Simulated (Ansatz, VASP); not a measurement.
## One calculation of KI, two programs

```
K I
1.0
     0.00000    3.55980    3.52455
     3.55980    0.00000    3.52455
     3.55980    3.55980    0.00000
K I
1 1
Direct
  0.00000 0.00000 0.00000
  0.50000 0.50000 0.50000
```

Alike in both runs: task single point; functional PBE; k mesh 8 × 8 × 8; occupations fermi-dirac, width 0.01 eV; no spin polarisation.

|  | VASP | Ansatz |
| --- | --- | --- |
| version | VASP 6.6.1 | Ansatz 0.2.0 |
| potentials or method | VASP PAW PBE potentials, release 64 (K_sv, I), cutoff 520 eV | all-electron LAPW, scalar-relativistic |

|  | VASP | Ansatz | Ansatz less VASP |
| --- | --- | --- | --- |
| gap on the k mesh at the Fermi level (eV) | 3.93 | 3.94 | +0.003 |
| pressure (GPa) | 0.4 | 0.4 | -0.02 |
| traceless stress, the component that is largest in VASP (GPa) | 0.17 | 0.17 | -0.002 |

Ansatz ran all-electron here, and VASP with PAW potentials.

Neither program's run includes spin-orbit coupling.
